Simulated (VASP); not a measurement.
# Ga2Te3O (P6/mmm) in VASP: notebook

Ga2Te3O is run at these levels: PBE; tasks: relaxation of cell and atoms, single point.

Program: VASP 6.6.1. These are calculated values, not measurements. Logs are shortened: lines on timing, memory, paths and dates and some standing lists are left out, and cuts for length are marked.

**1. The cell of the first run**

The structure is hexagonal, space group P6/mmm (No. 191). Conventional cell: a = 6.200 Å, b = 6.200 Å, c = 5.178 Å, α = 90.00°, β = 90.00°, γ = 120.00°. Ga (site symmetry -6m2) has 3 Te at 1.79 Å within 2.4 Å. Te (site symmetry mmm) has 2 Ga at 1.79 Å within 2.4 Å. Within 4.1 Å of O (site symmetry 6/mmm) lie 6 Te at 3.10 Å and 6 Ga at 3.58 Å.

The cell was generated, and may not be a known phase.

**2. Relaxation of cell and atoms, PBE**

Input file INCAR:

```
SYSTEM = Ga2Te3O
ALGO = Normal
EDIFF = 1E-6
EDIFFG = -0.04
ENCUT = 600
GGA = PE
IBRION = 2
ISIF = 3
ISMEAR = 0
LASPH = .TRUE.
LCHARG = .FALSE.
LREAL = .FALSE.
LWAVE = .FALSE.
NELM = 60
NSW = 90
PREC = Accurate
SIGMA = 0.1
```

Input file KPOINTS:

```
k-points
0
G
  3 3 4
  0 0 0
```

Input file POSCAR:

```
Ga2Te3O
1.0
    6.1997692900      0.0000000000      0.0000000000
   -3.0998846500      5.3691577000      0.0000000000
    0.0000000000      0.0000000000      5.1775767700
Ga Te O
2 3 1
Direct
    0.3333333300      0.6666666700      0.0000000000
    0.6666666700      0.3333333300      0.0000000000
    0.5000000000      0.0000000000      0.0000000000
    0.0000000000      0.5000000000      0.0000000000
    0.5000000000      0.5000000000      0.0000000000
    0.0000000000      0.0000000000      0.0000000000
```

Potentials or basis: VASP PAW PBE potentials, release 64 (Ga_d, Te, O).

Run with:

```bash
> cat potpaw_PBE.64/Ga_d/POTCAR potpaw_PBE.64/Te/POTCAR potpaw_PBE.64/O/POTCAR > POTCAR
> mpirun -np 1 vasp_std > vasp.out
```

OUTCAR:

```text
SYSTEM = Ga2Te3O
   EDIFF = 1E-6
   EDIFFG = -0.04
   ENCUT = 600
   GGA = PE
   IBRION = 2
   ISIF = 3
   ISMEAR = 0
   LASPH = .TRUE.
   LREAL = .FALSE.
   NELM = 60
   NSW = 90
   PREC = Accurate

 ion  position               nearest neighbor table
   1  0.333  0.667  0.000-   4 1.79   3 1.79   5 1.79
   2  0.667  0.333  0.000-   4 1.79   3 1.79   5 1.79
   3  0.500  0.000  0.000-   1 1.79   2 1.79   4 3.10   4 3.10   5 3.10   5 3.10
   4  0.000  0.500  0.000-   1 1.79   2 1.79   3 3.10   3 3.10   5 3.10   5 3.10
   5  0.500  0.500  0.000-   1 1.79   2 1.79   4 3.10   4 3.10   3 3.10   3 3.10
   6  0.000  0.000  0.000-

  LATTYP: Found a hexagonal cell.
 ALAT       =     6.1997692900
 C/A-ratio  =     0.8351241035

  Lattice vectors:

 A1 = (   6.1997692900,   0.0000000000,   0.0000000000)
 A2 = (  -3.0998846500,   5.3691577000,   0.0000000000)
 A3 = (   0.0000000000,   0.0000000000,   5.1775767700)

Analysis of symmetry for initial positions (statically):
=====================================================================
 Subroutine PRICEL returns:
 Original cell was already a primitive cell.

 Routine SETGRP: Setting up the symmetry group for a
 hexagonal supercell.

 Subroutine GETGRP returns: Found 24 space group operations
 (whereof 24 operations were pure point group operations)
 out of a pool of 24 trial point group operations.

The static configuration has the point symmetry D_6h.

Analysis of symmetry for dynamics (positions and initial velocities):
=====================================================================
 Subroutine PRICEL returns:
 Original cell was already a primitive cell.

 Routine SETGRP: Setting up the symmetry group for a
 hexagonal supercell.

 Subroutine GETGRP returns: Found 24 space group operations
 (whereof 24 operations were pure point group operations)
 out of a pool of 24 trial point group operations.

The dynamic configuration has the point symmetry D_6h.

 Subroutine INISYM returns: Found 24 space group operations
 (whereof 24 operations are pure point group operations),
 and found     1 'primitive' translations

----------------------------------------------------------------------------------------

                                     Primitive cell

  volume of cell :     172.3488

  direct lattice vectors                    reciprocal lattice vectors
     6.199769290  0.000000000  0.000000000     0.161296325  0.093124477  0.000000000
    -3.099884650  5.369157700  0.000000000     0.000000000  0.186248953  0.000000000
     0.000000000  0.000000000  5.177576770     0.000000000  0.000000000  0.193140545

  length of vectors
     6.199769290  6.199769290  5.177576770     0.186248953  0.186248953  0.193140545

  position of ions in fractional coordinates (direct lattice)
     0.333333330  0.666666670  0.000000000
     0.666666670  0.333333330  0.000000000
     0.500000000  0.000000000  0.000000000
     0.000000000  0.500000000  0.000000000
     0.500000000  0.500000000  0.000000000
     0.000000000  0.000000000  0.000000000

  ion indices of the primitive-cell ions
   primitive index   ion index
                 1           1
                 2           2
                 3           3
                 4           4
                 5           5
                 6           6

----------------------------------------------------------------------------------------

 KPOINTS: k-points

Automatic generation of k-mesh.
 Grid dimensions read from file:
 generate k-points for:    3    3    4

 Generating k-lattice:

  Cartesian coordinates                     Fractional coordinates (reciprocal lattice)
     0.053765442  0.031041492  0.000000000     0.333333333  0.000000000  0.000000000
     0.000000000  0.062082984  0.000000000     0.000000000  0.333333333  0.000000000
     0.000000000  0.000000000  0.048285136     0.000000000  0.000000000  0.250000000

  Length of vectors
     0.062082984  0.062082984  0.048285136

  Shift w.r.t. Gamma in fractional coordinates (k-lattice)
     0.000000000  0.000000000  0.000000000

 Subroutine IBZKPT returns following result:
 ===========================================

 Found      9 irreducible k-points:

 Following reciprocal coordinates:
            Coordinates               Weight
  0.000000  0.000000  0.000000      1.000000
  0.333333  0.000000  0.000000      6.000000
  0.333333  0.333333  0.000000      2.000000
  0.000000  0.000000  0.250000      2.000000
  0.333333  0.000000  0.250000     12.000000
  0.333333  0.333333  0.250000      4.000000
  0.000000  0.000000  0.500000      1.000000
  0.333333  0.000000  0.500000      6.000000
  0.333333  0.333333  0.500000      2.000000
   k-points           NKPTS =      9   k-points in BZ     NKDIM =      9   number of bands    NBANDS=     30
   number of dos      NEDOS =    301   number of ions     NIONS =      6
   total plane-waves  NPLWV = 105000
   dimension x,y,z NGX =    50 NGY =   50 NGZ =   42
   dimension x,y,z NGXF=   100 NGYF=  100 NGZF=   84
   ions per type =               2   3   1
   NGX,Y,Z   is equivalent  to a cutoff of  13.41, 13.41, 13.49 a.u.
   NGXF,Y,Z  is equivalent  to a cutoff of  26.81, 26.81, 26.97 a.u.
 SYSTEM =  Ga2Te3O
   PREC   = accura    normal or accurate (medium, high low for compatibility)
   ISTART =      0    job   : 0-new  1-cont  2-samecut
   ICHARG =      2    charge: 1-file 2-atom 10-const
   ISPIN  =      1    spin polarized calculation?
   LNONCOLLINEAR =      F non collinear calculations
   LSORBIT =      F    spin-orbit coupling
   LASPH  =      T    aspherical Exc in radial PAW
   ENCUT  =  600.0 eV  44.10 Ry    6.64 a.u.  12.38 12.38 10.34*2*pi/ulx,y,z
   NELM   =     60;   NELMIN=  2; NELMDL= -5     # of ELM steps
   EDIFF  = 0.1E-05   stopping-criterion for ELM
   LREAL  =      F    real-space projection
   EDIFFG = -.4E-01   stopping-criterion for IOM
   NSW    =     90    number of steps for IOM
   IBRION =      2    ionic relax: 0-MD 1-quasi-New 2-CG
   NFREE  =      1    steps in history (QN), initial steepest desc. (CG)
   ISIF   =      3    stress and relaxation
   ISYM   =      2    0-nonsym 1-usesym 2-fastsym
   POTIM  = 0.5000    time-step for ionic-motion
   TEBEG  =    0.0;   TEEND  =   0.0 temperature during run
   PSTRESS=    0.0 pullay stress
   NELECT =      50.0000    total number of electrons
   NUPDOWN=      -1.0000    fix difference up-down
   EMIN   =  10.00;   EMAX   =-10.00  energy-range for DOS
   EFERMI =   0.00;   METHOD = LEGACY
   ISMEAR =     0;   SIGMA  =   0.10  broadening in eV -4-tet -1-fermi 0-gaus
   EFERMI_NEDOS =   21; number of points for ismear=-14 and -15
   IALGO  =     38    algorithm
   IMIX   =      4    mixing-type and parameters
     AMIX     =   0.40;   BMIX     =  1.00
     AMIX_MAG =   1.60;   BMIX_MAG =  1.00
  volume/ion in A,a.u.               =      28.72       193.84
  Fermi-wavevector in a.u.,A,eV,Ry     =   1.083749  2.047989 15.980208  1.174512
  Thomas-Fermi vector in A             =   2.219823
   LORBIT       =      0    0 simple, 1 ext, 2 COOP (PROOUT), +10 PAW based schemes
   GGA     = PE    functional components
   LHFCALC =     F    Hartree Fock is set to
   AEXX    =    0.0000 exact exchange contribution
   IVDW    =     0    specifies the selected vdW correction
   LEPSILON=     F    determine dielectric tensor
   LRPA    =     F    only Hartree local field effects (RPA)
 conjugate gradient relaxation of ions
 non-spin polarized calculation
 Gauss-broadening in eV      SIGMA  =   0.10
  energy-cutoff  :      600.00
  volume of cell :      172.35
 maximum number of plane-waves:      5792
 NGX is ok and might be reduce to    50
   NGX = 25   NGY = 25   NGZ = 21

--------------------------------------- Ionic step        1  -------------------------------------------

 number of electron      49.9999980 magnetization

 Free energy of the ion-electron system (eV)
  ---------------------------------------------------
  ext. energy  EPLUGINS =         0.00000000
  ---------------------------------------------------
  free energy    TOTEN  =        28.30366402 eV

  energy without entropy =       28.32729750  energy(sigma->0) =       28.31548076

------------------------ aborting loop because EDIFF is reached ----------------------------------------

  FORCE on cell =-STRESS in cart. coord.  units (eV):
  Direction    XX          YY          ZZ          XY          YZ          ZX
  --------------------------------------------------------------------------------------
  -------------------------------------------------------------------------------------
  Total      175.1277965    175.1277963      0.2074722     -0.0000002      0.0000000      0.0000000
  in kB     1628.0113567   1628.0113550      1.9286895     -0.0000015      0.0000000      0.0000000
  external PRESSURE =    1085.9838004 kB  Pullay stress =       0.0000000 kB
[... 27 lines left out ...]
--------------------------------------- Ionic step        2  -------------------------------------------

 number of electron      49.9999822 magnetization

------------------------ aborting loop EDIFF was not reached (unconverged)  ----------------------------

  FORCE on cell =-STRESS in cart. coord.  units (eV):
  Direction    XX          YY          ZZ          XY          YZ          ZX
  --------------------------------------------------------------------------------------
  -------------------------------------------------------------------------------------
  Total     -280.1218742   -280.1218736    -30.4815109      0.0000006      0.0000000      0.0000000
  in kB     -448.3061288   -448.3061278    -48.7825101      0.0000009      0.0000000      0.0000000
  external PRESSURE =    -315.1315889 kB  Pullay stress =       0.0000000 kB
[... 27 lines left out ...]
--------------------------------------- Ionic step        3  -------------------------------------------

 number of electron      49.9999889 magnetization

------------------------ aborting loop EDIFF was not reached (unconverged)  ----------------------------

  FORCE on cell =-STRESS in cart. coord.  units (eV):
  Direction    XX          YY          ZZ          XY          YZ          ZX
  --------------------------------------------------------------------------------------
  -------------------------------------------------------------------------------------
  Total      -30.6005795    -30.6005794    -13.5870002      0.0000001      0.0000000      0.0000000
  in kB      -95.4857230    -95.4857228    -42.3967309      0.0000002      0.0000000      0.0000000
  external PRESSURE =     -77.7893923 kB  Pullay stress =       0.0000000 kB
[... 632 lines left out ...]
     29       8.6265      0.00000
     30       9.2027      0.00000

[... ionic steps 4 to 28 ...]

--------------------------------------- Ionic step       29  -------------------------------------------

 number of electron      49.9999964 magnetization

------------------------ aborting loop because EDIFF is reached ----------------------------------------
[... 75 lines left out ...]
--------------------------------------- Ionic step       31  -------------------------------------------

 number of electron      49.9999968 magnetization

 Free energy of the ion-electron system (eV)
  ---------------------------------------------------
  ext. energy  EPLUGINS =         0.00000000
  ---------------------------------------------------
  free energy    TOTEN  =       -15.20613669 eV

  energy without entropy =      -15.13479793  energy(sigma->0) =      -15.17046731

 E-fermi :   1.0836     XC(G=0):  -7.5739

 val. band max:        1.0802600180   @ k =   0.3333   0.3333   0.0000
 cond. band min:       1.1547964799   @ k =   0.3333   0.0000   0.5000
 fundamental gap:      0.0745364619
 Fermi energy:         1.0836182014
[... 328 lines left out ...]
  FREE ENERGIE OF THE ION-ELECTRON SYSTEM (eV)
  ---------------------------------------------------
  free  energy   TOTEN  =       -15.2061366911 eV

  energy  without entropy=      -15.1347979304  energy(sigma->0) =      -15.17046731

 reached required accuracy - stopping structural energy minimisation
```

It took 30 min on 1 thread of Intel Xeon 6975P-C (Granite Rapids), shared host; peak memory 0.37 GiB.

Results:

* Free energy: -15.2061 eV
* Relaxed volume: 36.13 Å³/atom
* Relaxed cell: a = 8.948 Å, b = 8.948 Å, c = 3.126 Å, α = 90.00°, β = 90.00°, γ = 120.00°
* Space group after relaxing (to 0.1 Å): P6/mmm (No. 191)
* Pressure after relaxing: 0.0 GPa
* Band gap on the k mesh: zero (bands 25 and 26 overlap by 2.22 eV)

Final structure:
```
CELL_PARAMETERS angstrom
8.94829 0.00000 0.00000
-4.47415 7.74945 0.00000
0.00000 0.00000 3.12643
ATOMIC_POSITIONS crystal
Ga 0.33333 0.66667 0.00000
Ga 0.66667 0.33333 0.00000
Te 0.50000 0.00000 0.00000
Te 0.00000 0.50000 0.00000
Te 0.50000 0.50000 0.00000
O 0.00000 0.00000 0.00000
```

Caveat: the k points lie up to 0.50 Å⁻¹ apart in the final cell, too coarse for converged energies and pressures of a metal; the volume moved by over 15 % at a fixed basis, so the end points are rough; spin-orbit coupling is left out, which moves the levels of the heavy elements.

**3. Relaxation of cell and atoms, PBE**

This run uses another cell than the first one, of 38.26 Å³/atom.

Input file INCAR:

```
PREC = Accurate
ENCUT = 600
EDIFF = 1E-6
ISMEAR = 0
SIGMA = 0.1
LREAL = F
LASPH = T
NELM = 100
ALGO = Normal
ISIF = 3
LWAVE = F
LCHARG = F
GGA = PE
IBRION = 2
NSW = 90
EDIFFG = -0.04
```

Input file KPOINTS:

```
regular mesh
0
Gamma
  3 3 6
```

Input file POSCAR:

```
Ga2Te3O
1.0
    9.2186141519      0.0000000000      0.0000000000
   -4.6093070759      7.9835540432      0.0000000000
    0.0000000000      0.0000000000      3.1188338793
Ga Te O
2 3 1
Direct
    0.3333333333      0.6666666667      0.0000000000
    0.6666666667      0.3333333333      0.0000000000
    0.5000000000      0.0000000000      0.0000000000
    0.0000000000      0.5000000000      0.0000000000
    0.5000000000      0.5000000000      0.0000000000
    0.0000000000      0.0000000000      0.0000000000
```

Potentials or basis: VASP PAW PBE potentials, release 64 (Ga_d, Te, O).

Run with:

```bash
> cat potpaw_PBE.64/Ga_d/POTCAR potpaw_PBE.64/Te/POTCAR potpaw_PBE.64/O/POTCAR > POTCAR
> mpirun -np 1 vasp_std > vasp.out
```

Wall time 11 min (1 thread of Intel Xeon 6975P-C (Granite Rapids), shared host); peak memory 0.49 GiB.

The run converged. Its results:

```
Free energy                           : -16.5490 eV
Relaxed volume                        : 40.32 Å³/atom
Relaxed cell                          : a = 10.003 Å, b = 10.003 Å, c = 2.792 Å, α = 90.00°, β = 90.00°, γ = 120.00°
Space group after relaxing (to 0.1 Å) : P6/mmm (No. 191)
Energy gained by relaxing             : 186.6 meV/atom
Ionic steps                           : 11
Pressure after relaxing               : 0.0 GPa
Band gap on the k mesh                : zero (bands 25 and 26 overlap by 1.01 eV)
```

Step by step:
```tsv
step	energy change (eV)	largest force (eV/Å)	pressure (GPa)	volume (Å³)
1	0.0000	0.0000	0.32	229.54
2	-0.6033	0.0000	-0.41	231.66
3	0.3657	0.0000	6.75	232.15
4	-0.9621	0.0000	0.01	232.63
5	-0.9604	0.0000	2.13	233.06
6	-1.0966	0.0000	0.72	232.99
7	-1.0976	0.0000	0.86	233.02
8	-1.1192	0.0000	-0.09	242.38
9	-1.1193	0.0000	-0.03	241.64
10	-1.1195	0.0000	0.04	242.21
11	-1.1198	0.0000	0.00	241.95
```

Final structure:
```
CELL_PARAMETERS angstrom
10.00272 0.00000 0.00000
-5.00136 8.66261 0.00000
0.00000 0.00000 2.79224
ATOMIC_POSITIONS crystal
Ga 0.33333 0.66667 0.00000
Ga 0.66667 0.33333 0.00000
Te 0.50000 0.00000 0.00000
Te 0.00000 0.50000 0.00000
Te 0.50000 0.50000 0.00000
O 0.00000 0.00000 0.00000
```

Levels at points of the mesh, in eV from the Fermi level:
```
           k point  band 22  band 23  band 24  band 25  band 26  band 27
(0.00, 0.00, 0.00)    -0.40    -0.40     0.19     0.61     0.74     0.74
(0.00, 0.00, 0.50)    -1.53    -1.36    -0.47     0.02     0.02     0.24
```

Caveat: spin-orbit coupling is left out, which moves the levels of the heavy elements.

[end of part 1 of 2]

The gap in the log of VASP goes by the Fermi energy; the results here count the filled bands.